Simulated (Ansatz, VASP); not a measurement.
## Two plane-wave programs on Al3GaN4

```
CELL_PARAMETERS angstrom
5.04341 0.00000 0.00009
0.00000 3.13007 0.00000
-0.00302 0.00000 5.25545
ATOMIC_POSITIONS crystal
Al 0.49917 0.50000 0.16832
Al 0.99963 0.50000 0.83407
Al 0.99986 0.00000 0.33056
Ga 0.49750 0.00000 0.66734
N 0.11217 0.00000 0.66957
N 0.12408 0.50000 0.17036
N 0.62662 0.50000 0.83692
N 0.62459 0.00000 0.32287
```

Alike in both runs: task single point; functional PBEsol; k mesh 6 × 8 × 4; occupations gaussian, width 0.02 eV; no spin polarisation.

|  | VASP | Ansatz |
| --- | --- | --- |
| version | VASP 6.6.1 | Ansatz 0.2.0 |
| potentials or method | VASP PAW PBE potentials, release 64 (Al, Ga_d, N), cutoff 520 eV | scalar-relativistic, plane waves, PAW |
| valence electrons in the cell | 42 | 42 |

Ansatz gave:

| Item | Value |
| --- | --- |
| gap on the k mesh at the Fermi level (eV) | 3.63 |
| least direct gap on the mesh (eV) | 3.63 |
| pressure (GPa) | 6.5 |
| traceless stress, the component that is largest in VASP (GPa) | 5.02 |
| rms of the force components (eV/Å) | 0.001 |

**Question.** Estimate VASP's values.

**Answer.** gap on the k mesh at the Fermi level (eV): 3.65; least direct gap on the mesh (eV): 3.65; pressure (GPa): 6.4; traceless stress, the component that is largest in VASP (GPa): 5.06; rms of the force components (eV/Å): 0.006.

VASP's potentials were made for PBE, not for PBEsol. Atom by atom the forces differ by 0.006 eV/Å (rms over components). With one functional, cell and mesh, what is left measures potentials, basis and numerics.
